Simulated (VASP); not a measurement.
# BF (F-43m) in VASP: notebook

BF is run at these levels: PBE; tasks: single point.

Everything below comes from runs of VASP 6.6.1. Logs are shortened: lines on timing, memory, paths and dates and some standing lists are left out, and cuts for length are marked.

### 1 The cell of the first run

It takes space group F-43m (No. 216, cubic). Conventional cell: a = 4.991 Å, b = 4.991 Å, c = 4.991 Å, α = 90.00°, β = 90.00°, γ = 90.00°. Within 2.9 Å of B (site symmetry -43m) lie 4 F at 2.16 Å. Within 2.9 Å of F (site symmetry -43m) lie 4 B at 2.16 Å.

### 2 Single point, PBE

File INCAR:

```
SYSTEM = BF
PREC     = Accurate       ! precision mode
ENCUT    = 600            ! plane-wave cutoff, eV
EDIFF    = 1E-6           ! SCF threshold, eV
ISMEAR   = 0              ! smearing method
SIGMA    = 0.2            ! smearing width, eV
LREAL    = .FALSE.        ! projectors in reciprocal space
LASPH    = .TRUE.         ! aspherical terms in the spheres
NELM     = 120            ! most SCF steps
ALGO     = Normal         ! electronic algorithm
ISIF     = 2              ! what is computed and relaxed
LWAVE    = .FALSE.        ! write WAVECAR
LCHARG   = .FALSE.        ! write CHGCAR
GGA      = PE             ! functional
NBANDS   = 12             ! bands
GGA_COMPAT= .FALSE.
```

File KPOINTS:

```
Automatic mesh
0
G
  8 8 8
  0 0 0
```

File POSCAR:

```
BF
1.0
    0.0000000000      2.4955234282      2.4955234282
    2.4955234282      0.0000000000      2.4955234282
    2.4955234282      2.4955234282      0.0000000000
B F
1 1
Direct
    0.0000000000      0.0000000000      0.0000000000
    0.2500000000      0.2500000000      0.2500000000
```

Potentials or basis: VASP PAW PBE potentials, release 64 (B, F).

The run is started by

```
> cat potpaw_PBE.64/B/POTCAR potpaw_PBE.64/F/POTCAR > POTCAR
> mpirun -np 1 vasp_std > vasp.out
```

OUTCAR:

```text
SYSTEM = BF
   PREC = Accurate
   ENCUT = 600
   EDIFF = 1E-6
   ISMEAR = 0
   LREAL = .FALSE.
   LASPH = .TRUE.
   NELM = 120
   ISIF = 2
   GGA = PE

 ion  position               nearest neighbor table
   1  0.000  0.000  0.000-
   2  0.250  0.250  0.250-

  LATTYP: Found a face centered cubic cell.
 ALAT       =     4.9910468564

  Lattice vectors:

 A1 = (   0.0000000000,   2.4955234282,   2.4955234282)
 A2 = (   2.4955234282,   0.0000000000,   2.4955234282)
 A3 = (   2.4955234282,   2.4955234282,   0.0000000000)

Analysis of symmetry for initial positions (statically):
=====================================================================
 Subroutine PRICEL returns:
 Original cell was already a primitive cell.

 Routine SETGRP: Setting up the symmetry group for a
 face centered cubic supercell.

 Subroutine GETGRP returns: Found 24 space group operations
 (whereof 24 operations were pure point group operations)
 out of a pool of 48 trial point group operations.

The static configuration has the point symmetry T_d .

Analysis of symmetry for dynamics (positions and initial velocities):
=====================================================================
 Subroutine PRICEL returns:
 Original cell was already a primitive cell.

 Routine SETGRP: Setting up the symmetry group for a
 face centered cubic supercell.

 Subroutine GETGRP returns: Found 24 space group operations
 (whereof 24 operations were pure point group operations)
 out of a pool of 48 trial point group operations.

The dynamic configuration has the point symmetry T_d .

 Subroutine INISYM returns: Found 24 space group operations
 (whereof 24 operations are pure point group operations),
 and found     1 'primitive' translations

----------------------------------------------------------------------------------------

                                     Primitive cell

  volume of cell :      31.0824

  direct lattice vectors                    reciprocal lattice vectors
     0.000000000  2.495523428  2.495523428    -0.200358768  0.200358768  0.200358768
     2.495523428  0.000000000  2.495523428     0.200358768 -0.200358768  0.200358768
     2.495523428  2.495523428  0.000000000     0.200358768  0.200358768 -0.200358768

  length of vectors
     3.529203077  3.529203077  3.529203077     0.347031566  0.347031566  0.347031566

  position of ions in fractional coordinates (direct lattice)
     0.000000000  0.000000000  0.000000000
     0.250000000  0.250000000  0.250000000

  ion indices of the primitive-cell ions
   primitive index   ion index
                 1           1
                 2           2

----------------------------------------------------------------------------------------

 KPOINTS: Automatic mesh

Automatic generation of k-mesh.
 Grid dimensions read from file:
 generate k-points for:    8    8    8

 Generating k-lattice:

  Cartesian coordinates                     Fractional coordinates (reciprocal lattice)
    -0.025044846  0.025044846  0.025044846     0.125000000  0.000000000  0.000000000
     0.025044846 -0.025044846  0.025044846     0.000000000  0.125000000  0.000000000
     0.025044846  0.025044846 -0.025044846     0.000000000  0.000000000  0.125000000

  Length of vectors
     0.043378946  0.043378946  0.043378946

  Shift w.r.t. Gamma in fractional coordinates (k-lattice)
     0.000000000  0.000000000  0.000000000

 Subroutine IBZKPT returns following result:
 ===========================================

 Found     29 irreducible k-points:

 Following reciprocal coordinates:
            Coordinates               Weight
  0.000000  0.000000  0.000000      1.000000
  0.125000  0.000000  0.000000      8.000000
  0.250000  0.000000  0.000000      8.000000
  0.375000  0.000000  0.000000      8.000000
  0.500000  0.000000  0.000000      4.000000
  0.125000  0.125000  0.000000      6.000000
[... 16 lines left out ...]
  0.500000  0.250000  0.125000     48.000000
 -0.375000  0.250000  0.125000     24.000000
 [... further k-points ...]
   k-points           NKPTS =     29   k-points in BZ     NKDIM =     29   number of bands    NBANDS=     12
   number of dos      NEDOS =    301   number of ions     NIONS =      2
   total plane-waves  NPLWV =  21952
   dimension x,y,z NGX =    28 NGY =   28 NGZ =   28
   dimension x,y,z NGXF=    56 NGYF=   56 NGZF=   56
   ions per type =               1   1
   NGX,Y,Z   is equivalent  to a cutoff of  13.19, 13.19, 13.19 a.u.
   NGXF,Y,Z  is equivalent  to a cutoff of  26.38, 26.38, 26.38 a.u.
 SYSTEM =  BF
   PREC   = accura    normal or accurate (medium, high low for compatibility)
   ISTART =      0    job   : 0-new  1-cont  2-samecut
   ICHARG =      2    charge: 1-file 2-atom 10-const
   ISPIN  =      1    spin polarized calculation?
   LNONCOLLINEAR =      F non collinear calculations
   LSORBIT =      F    spin-orbit coupling
   LASPH  =      T    aspherical Exc in radial PAW
   ENCUT  =  600.0 eV  44.10 Ry    6.64 a.u.   7.05  7.05  7.05*2*pi/ulx,y,z
   NELM   =    120;   NELMIN=  2; NELMDL= -5     # of ELM steps
   EDIFF  = 0.1E-05   stopping-criterion for ELM
   LREAL  =      F    real-space projection
   EDIFFG = 0.1E-04   stopping-criterion for IOM
   NSW    =      0    number of steps for IOM
   IBRION =     -1    ionic relax: 0-MD 1-quasi-New 2-CG
   NFREE  =      0    steps in history (QN), initial steepest desc. (CG)
   ISIF   =      2    stress and relaxation
   ISYM   =      2    0-nonsym 1-usesym 2-fastsym
   POTIM  = 0.5000    time-step for ionic-motion
   TEBEG  =    0.0;   TEEND  =   0.0 temperature during run
   PSTRESS=    0.0 pullay stress
   NELECT =      10.0000    total number of electrons
   NUPDOWN=      -1.0000    fix difference up-down
   EMIN   =  10.00;   EMAX   =-10.00  energy-range for DOS
   EFERMI =   0.00;   METHOD = LEGACY
   ISMEAR =     0;   SIGMA  =   0.20  broadening in eV -4-tet -1-fermi 0-gaus
   EFERMI_NEDOS =   21; number of points for ismear=-14 and -15
   IALGO  =     38    algorithm
   IMIX   =      4    mixing-type and parameters
     AMIX     =   0.40;   BMIX     =  1.00
     AMIX_MAG =   1.60;   BMIX_MAG =  1.00
  volume/ion in A,a.u.               =      15.54       104.88
  Fermi-wavevector in a.u.,A,eV,Ry     =   1.121768  2.119835 17.121085  1.258364
  Thomas-Fermi vector in A             =   2.258424
   LORBIT       =      0    0 simple, 1 ext, 2 COOP (PROOUT), +10 PAW based schemes
   GGA     = PE    functional components
   LHFCALC =     F    Hartree Fock is set to
   AEXX    =    0.0000 exact exchange contribution
   IVDW    =     0    specifies the selected vdW correction
   LEPSILON=     F    determine dielectric tensor
   LRPA    =     F    only Hartree local field effects (RPA)
 non-spin polarized calculation
 Gauss-broadening in eV      SIGMA  =   0.20
  energy-cutoff  :      600.00
  volume of cell :       31.08
 maximum number of plane-waves:      1056
   NGX = 15   NGY = 15   NGZ = 15

 number of electron      10.0000000 magnetization

 number of electron       9.9999996 magnetization

 Free energy of the ion-electron system (eV)
  ---------------------------------------------------
  ext. energy  EPLUGINS =         0.00000000
  ---------------------------------------------------
  free energy    TOTEN  =        -6.68709975 eV

  energy without entropy =       -6.68709958  energy(sigma->0) =       -6.68709966

 E-fermi :   0.3647     XC(G=0):  -8.2497

 val. band max:       -0.2717057996   @ k =  -0.2500   0.5000   0.2500
 cond. band min:       0.9637054085   @ k =   0.5000   0.5000   0.0000
 fundamental gap:      1.2354112081
 Fermi energy:         0.3646533417

 k-point     1 :       0.0000    0.0000    0.0000
  band No.  band energies     occupation
      1     -23.2578      2.00000
      2      -4.6774      2.00000
      3      -4.4464      2.00000
      4      -4.4464      2.00000
      5      -4.4464      2.00000
      6       3.5524      0.00000
      7       3.5524      0.00000
      8       3.5524      0.00000
      9      10.8693      0.00000
     10      17.3319      0.00000
     11      17.3319      0.00000
     12      17.3319      0.00000

 k-point     2 :       0.1250    0.0000    0.0000
  band No.  band energies     occupation
      1     -23.2367      2.00000
      2      -5.5277      2.00000
      3      -4.4862      2.00000
      4      -4.4862      2.00000
      5      -3.5272      2.00000
      6       3.2930      0.00000
      7       3.6048      0.00000
      8       3.6048      0.00000
      9      11.1954      0.00000
     10      16.2661      0.00000
     11      16.4115      0.00000
     12      16.4115      0.00000

 k-point     3 :       0.2500    0.0000    0.0000
  band No.  band energies     occupation
      1     -23.1854      2.00000
      2      -6.3039      2.00000
      3      -4.5795      2.00000
      4      -4.5795      2.00000
      5      -2.5858      2.00000
      6       2.7745      0.00000
      7       3.7166      0.00000
      8       3.7166      0.00000
      9      11.7781      0.00000
     10      14.8712      0.00000
     11      15.5944      0.00000
     12      15.5944      0.00000
[... 286 lines left out ...]
 k-point    23 :       0.5000    0.2500    0.1250
  band No.  band energies     occupation
      1     -23.1057      2.00000
      2      -6.7323      2.00000
      3      -5.2040      2.00000
      4      -4.8270      2.00000
      5      -1.1545      2.00000
      6       2.3271      0.00000
      7       3.3730      0.00000
      8       3.9668      0.00000
      9      11.2940      0.00000
     10      12.7535      0.00000
     11      15.8509      0.00000
     12      17.5046      0.00000

 k-point    24 :      -0.3750    0.2500    0.1250
  band No.  band energies     occupation
      1     -23.0882      2.00000
      2      -6.8175      2.00000
      3      -5.2907      2.00000
      4      -4.8841      2.00000
      5      -0.8956      2.00000
      6       2.3882      0.00000
      7       3.1572      0.00000
      8       4.0049      0.00000
      9      11.2029      0.00000
     10      12.6978      0.00000
     11      15.7405      0.00000
     12      17.4381      0.00000

 [... further k-points ...]

------------------------ aborting loop because EDIFF is reached ----------------------------------------

  FORCE on cell =-STRESS in cart. coord.  units (eV):
  Direction    XX          YY          ZZ          XY          YZ          ZX
  --------------------------------------------------------------------------------------
  -------------------------------------------------------------------------------------
  Total        0.0057862      0.0057862      0.0057862      0.0000000     -0.0000000      0.0000000
  in kB        0.2982576      0.2982576      0.2982576      0.0000000     -0.0000000      0.0000000
  external PRESSURE =       0.2982576 kB  Pullay stress =       0.0000000 kB

 VOLUME and BASIS-vectors are now :
 -----------------------------------------------------------------------------
  energy-cutoff  :      600.00
  volume of cell :       31.08
      direct lattice vectors                 reciprocal lattice vectors
     0.000000000  2.495523428  2.495523428    -0.200358768  0.200358768  0.200358768
     2.495523428  0.000000000  2.495523428     0.200358768 -0.200358768  0.200358768
     2.495523428  2.495523428  0.000000000     0.200358768  0.200358768 -0.200358768

 POSITION                                       TOTAL-FORCE (eV/Angst)
 -----------------------------------------------------------------------------------
      0.00000      0.00000      0.00000        -0.000000     -0.000000     -0.000000
      1.24776      1.24776      1.24776         0.000000      0.000000      0.000000
 -----------------------------------------------------------------------------------
    total drift:                               -0.000000     -0.000000      0.000000

  FREE ENERGIE OF THE ION-ELECTRON SYSTEM (eV)
  ---------------------------------------------------
  free  energy   TOTEN  =        -6.6870997507 eV

  energy  without entropy=       -6.6870995759  energy(sigma->0) =       -6.68709966
```

Wall time 18 s (1 thread of Intel Xeon 8259CL, shared host); peak memory 0.15 GiB.

What came out:

* Free energy: -6.6871 eV
* Pressure: 0.0 GPa
* Band gap on the k mesh: 1.24 eV, indirect (least direct gap 1.31 eV)

Levels at points of the mesh, in eV from the valence-band top:
```csv
k point,band 3,band 4,band 5,band 6,band 7,band 8
"(0.00, 0.00, 0.00)",-4.17,-4.17,-4.17,3.82,3.82,3.82
"(0.50, 0.00, 0.00)",-4.43,-4.43,-1.41,2.51,4.11,4.11
"(0.50, 0.50, 0.00)",-4.88,-4.88,-0.07,1.24,4.50,4.50
```

A k mesh can miss the band edges. As with any semilocal functional, this PBE gap is likely too small.

### 3 Single point, PBE

File INCAR:

```
SYSTEM = BF
PREC     = Accurate       ! precision mode
ENCUT    = 600            ! plane-wave cutoff, eV
EDIFF    = 1E-6           ! SCF threshold, eV
ISMEAR   = 0              ! smearing method
SIGMA    = 0.2            ! smearing width, eV
LREAL    = .False.        ! projectors in reciprocal space
LASPH    = .True.         ! aspherical terms in the spheres
NELM     = 120            ! most SCF steps
ALGO     = Normal         ! electronic algorithm
ISIF     = 2              ! what is computed and relaxed
LWAVE    = .False.        ! write WAVECAR
LCHARG   = .False.        ! write CHGCAR
GGA      = PE             ! functional
NBANDS   = 12             ! bands
GGA_COMPAT= .False.
```

File KPOINTS:

```
regular mesh
0
Gamma
  8 8 8
  0 0 0
```

File POSCAR:

```
BF
1.0
    0.0000000000      2.4970501688      2.4970501688
    2.4970501688      0.0000000000      2.4970501688
    2.4970501688      2.4970501688      0.0000000000
B F
1 1
Direct
    0.0000000000      0.0000000000      0.0000000000
    0.7500000000      0.7500000000      0.7500000000
```

Potentials or basis: VASP PAW PBE potentials, release 64 (B, F).

The run is started by

```
> cat potpaw_PBE.64/B/POTCAR potpaw_PBE.64/F/POTCAR > POTCAR
> mpirun -np 1 vasp_std > vasp.out
```

Run time: 20 s. Hardware: 1 thread of Intel Xeon 8259CL, shared host; peak memory 0.15 GiB.

It converged, with:

* Free energy: -6.6872 eV
* Pressure: 0.0 GPa
* Band gap on the k mesh: 1.24 eV, indirect (least direct gap 1.31 eV)

Levels at points of the mesh, in eV from the valence-band top:
```tsv
k point	band 2	band 3	band 4	band 5	band 6	band 7	band 8	band 9
(0.00, 0.00, 0.00)	-4.40	-4.16	-4.16	-4.16	3.83	3.83	3.83	11.13
(0.50, 0.00, 0.00)	-6.70	-4.42	-4.42	-1.40	2.52	4.11	4.11	12.68
(0.50, 0.50, 0.00)	-6.59	-4.86	-4.86	-0.07	1.24	4.50	4.50	9.53
```
